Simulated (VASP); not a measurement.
Wanted: the native input for a VASP 6.6.1 run.

```yaml
Task: single point
Functional: PBE
Potentials_or_basis: VASP PAW PBE potentials, release 64 (Ta_pv, As, Au, O)
Cutoff: 520 eV
k_mesh: 3 × 3 × 3
Occupations: fermi-dirac, width 0.05 eV
Spin: no spin polarisation
Dipole_correction: no
Further_INCAR_settings: LREAL = Auto; ALGO = Normal; EDIFF = 1e-06; NBANDS = 84
```

The structure of Ta3AsAu2O13 lies in POSCAR:

```
Ta3AsAu2O13
1.0
    5.3451876719      3.0860417374      4.2239806278
   -5.3451876719      3.0860417374      4.2239806278
    0.0000000000     -6.1720936709      4.2239806278
Ta As Au O
3 1 2 13
Direct
    0.2310800000      0.5722900000      0.2310800000
    0.2310800000      0.2310800000      0.5722900000
    0.5722900000      0.2310800000      0.2310800000
    0.5587800000      0.5587800000      0.5587800000
    0.9655900000      0.9655900000      0.9655900000
    0.7510500000      0.7510500000      0.7510500000
    0.4088400000      0.6676200000      0.4088400000
    0.4088400000      0.4088400000      0.6676200000
    0.6676200000      0.4088400000      0.4088400000
    0.4972600000      0.0131300000      0.3602400000
    0.3602400000      0.4972600000      0.0131300000
    0.0131300000      0.3602400000      0.4972600000
    0.3602400000      0.0131300000      0.4972600000
    0.0131300000      0.4972600000      0.3602400000
    0.4972600000      0.3602400000      0.0131300000
    0.1096300000      0.7480600000      0.1096300000
    0.1096300000      0.1096300000      0.7480600000
    0.7480600000      0.1096300000      0.1096300000
    0.3084000000      0.3084000000      0.3084000000
```

This cell differs from its parent crystal: volume scaled by 1.06.

The input as run:

INCAR

```
SYSTEM = Ta3AsAu2O13
ALGO = Normal
EDIFF = 1E-6
ENCUT = 520
GGA = PE
ISIF = 2
ISMEAR = -1
LASPH = .True.
LCHARG = .True.
LELF = .True.
LREAL = Auto
LVHAR = .True.
LWAVE = .False.
NBANDS = 84
NELM = 100
PREC = Accurate
SIGMA = 0.05
```

KPOINTS

```
k-points
0
Gamma
  3 3 3
  0 0 0
```

Potentials or basis: VASP PAW PBE potentials, release 64 (Ta_pv, As, Au, O).

Command:

```sh
$ cat potpaw_PBE.64/Ta_pv/POTCAR potpaw_PBE.64/As/POTCAR potpaw_PBE.64/Au/POTCAR potpaw_PBE.64/O/POTCAR > POTCAR
$ mpirun -np 1 vasp_std > vasp.out
```

It gave:

The pressure is -4.9 GPa and the largest force is 0.937 eV/Å. The band gap on the k mesh is 0.92 eV, indirect (least direct gap 0.95 eV).

Caveat: spin-orbit coupling is left out, which moves the levels of the heavy elements.

Run time: 10 min on 1 thread of Oxide Virtual Turin-like Processor, on a shared host, peak memory 0.46 GiB.
